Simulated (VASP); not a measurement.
Here is a VASP 6.6.1 calculation.

The input POSCAR:

```
BN
1.0
    2.5500000000      0.0000000000      0.0000000000
   -1.2750000000      2.2083647797      0.0000000000
    0.0000000000      0.0000000000      4.2100000000
B N
2 2
Direct
    0.3333333333      0.6666666667      0.0000000000
    0.6666666667      0.3333333333      0.5000000000
    0.3333333333      0.6666666667      0.5000000000
    0.6666666667      0.3333333333      1.0000000000
```

File INCAR.step1:

```
SYSTEM = BN
PREC = Accurate ; ENCUT = 520
ISMEAR = 0 ; SIGMA = 0.1
LREAL = .FALSE. ; LASPH = .TRUE.
NELM = 80 ; NBANDS = 16
GGA = PE ; ALGO = Normal
EDIFF = 1E-4 ; LWAVE = .TRUE.
LCHARG = .FALSE.
```

File INCAR.step2:

```
SYSTEM = BN
PREC = Accurate ; ENCUT = 520
EDIFF = 1E-6 ; ISMEAR = 0
SIGMA = 0.1 ; LREAL = .FALSE.
LASPH = .TRUE. ; NELM = 80
ALGO = Normal ; ISIF = 2
LWAVE = .FALSE. ; LCHARG = .TRUE.
METAGGA = R2SCAN ; LMIXTAU = .TRUE.
LELF = .TRUE. ; LVHAR = .TRUE.
NBANDS = 16 ; ISTART = 1
```

File KPOINTS:

```
regular mesh
0
G
  9 9 4
  0 0 0
```

Potentials or basis: VASP PAW PBE potentials, release 64 (B, N).

Launch:

```console
$ cat potpaw_PBE.64/B/POTCAR potpaw_PBE.64/N/POTCAR > POTCAR
$ cp INCAR.step1 INCAR
$ mpirun -np 1 vasp_std > vasp.out
$ cp INCAR.step2 INCAR
$ mpirun -np 1 vasp_std > vasp.out
```

Task: What does it give for the pressure?

Result: 25.3 GPa.

Task: What does it give for the band gap on the k mesh?

Result: 3.97 eV, indirect (least direct gap 5.61 eV).

Stress tensor (GPa, compression positive):
```
-0.89  0.00  0.00
 0.00 -0.89  0.00
 0.00  0.00 77.55
```

Caveat: the PAW data sets were made with another functional, which shifts forces and pressure a little. r2SCAN opens gaps a little over a GGA but as a rule still falls short of measured ones.
